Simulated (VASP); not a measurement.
Set up this calculation in VASP 6.6.1, as the native input.

```
Task                   : single point
Functional             : PBEsol
Potentials or basis    : VASP PAW PBE potentials, release 64 (Sb, Ga_d)
Cutoff                 : 520 eV
k mesh                 : 10 × 10 × 10
Occupations            : fermi-dirac, width 0.05 eV
Spin                   : no spin polarisation
Dipole correction      : no
Further INCAR settings : ALGO = Normal; EDIFF = 1e-06; NBANDS = 16
```

The structure of GaSb lies in POSCAR:

```
GaSb
1.0
   -1.5662052804      2.6927187679      2.9124745717
    1.5662052804     -2.6927187679      2.9124745717
    1.5662052804      2.6927187679     -2.9124745717
Sb Ga
1 1
Direct
    0.5000000000      0.5000000000      0.0000000000
    0.0000000000      0.0000000000      0.0000000000
```

This cell differs from its parent crystal: volume scaled by 1.02.

The input as run:

INCAR

```
PREC = Accurate
ENCUT = 520
EDIFF = 1E-6
ISMEAR = -1
SIGMA = 0.05
LREAL = False
LASPH = True
NELM = 60
ALGO = Normal
ISIF = 2
LWAVE = False
LCHARG = False
GGA = PS
NBANDS = 16
```

KPOINTS

```
regular mesh
0
Gamma
  10 10 10
```

Potentials or basis: VASP PAW PBE potentials, release 64 (Sb, Ga_d).

The run is started by

```console
$ cat potpaw_PBE.64/Sb/POTCAR potpaw_PBE.64/Ga_d/POTCAR > POTCAR
$ mpirun -np 1 vasp_std > vasp.out
```

It gave:

```json
{"Pressure": "-4.1 GPa", "Band gap on the k mesh": "zero (band 9 reaches 8.07 eV, above the bottom of band 10 at 3.73 eV)"}
```

Caveat: the PAW data sets were made with another functional, which shifts forces and pressure a little; spin-orbit coupling is left out, which moves the levels of the heavy elements.

It took 53 s on 1 thread of AMD EPYC 9R14 (Zen 4), on a shared host, peak memory 0.25 GiB.
